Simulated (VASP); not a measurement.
Here is a VASP 6.6.1 calculation.

The input INCAR:

```
SYSTEM = InGa2P3
PREC     = Accurate       ! precision mode
ENCUT    = 520            ! plane-wave cutoff, eV
EDIFF    = 1E-6           ! SCF threshold, eV
ISMEAR   = 0              ! smearing method
SIGMA    = 0.1            ! smearing width, eV
LREAL    = .FALSE.        ! projectors in reciprocal space
LASPH    = .TRUE.         ! aspherical terms in the spheres
NELM     = 100            ! most SCF steps
ALGO     = Normal         ! electronic algorithm
ISIF     = 2              ! what is computed and relaxed
LWAVE    = .FALSE.        ! write WAVECAR
LCHARG   = .FALSE.        ! write CHGCAR
GGA      = PE             ! functional
NBANDS   = 36             ! bands
```

Contents of KPOINTS:

```
Automatic mesh
0
G
  6 6 6
  0 0 0
```

The input POSCAR:

```
InGa2P3
1.0
   -1.8791514607      1.8791514607      7.9241899355
    1.8791514607     -1.8791514607      7.9241899355
    1.8791514607      1.8791514607     -7.9241899355
In Ga P
1 2 3
Direct
    0.5000000000      0.5000000000      0.0000000000
    0.8322397583      0.8322397583      0.0000000000
    0.1677602417      0.1677602417      0.0000000000
    0.0000000000      0.0000000000      0.0000000000
    0.6716919058      0.6716919058      0.0000000000
    0.3283080942      0.3283080942      0.0000000000
```

Potentials or basis: VASP PAW PBE potentials, release 64 (In_d, Ga_d, P).

The run is started by

```console
$ cat potpaw_PBE.64/In_d/POTCAR potpaw_PBE.64/Ga_d/POTCAR potpaw_PBE.64/P/POTCAR > POTCAR
$ mpirun -np 1 vasp_std > vasp.out
```

**Question.** Predict the band gap on the k mesh.

**Answer.** Zero (band 27 reaches 7.02 eV, above the bottom of band 28 at 4.13 eV).

**Question.** Estimate the pressure.

**Answer.** 0.0 GPa.

Stress tensor (GPa, compression positive):
```
 0.09  0.00  0.00
 0.00  0.09  0.00
 0.00  0.00 -0.22
```

Caveat: the k points lie up to 0.39 Å⁻¹ apart; spin-orbit coupling is left out, which moves the levels of the heavy elements.
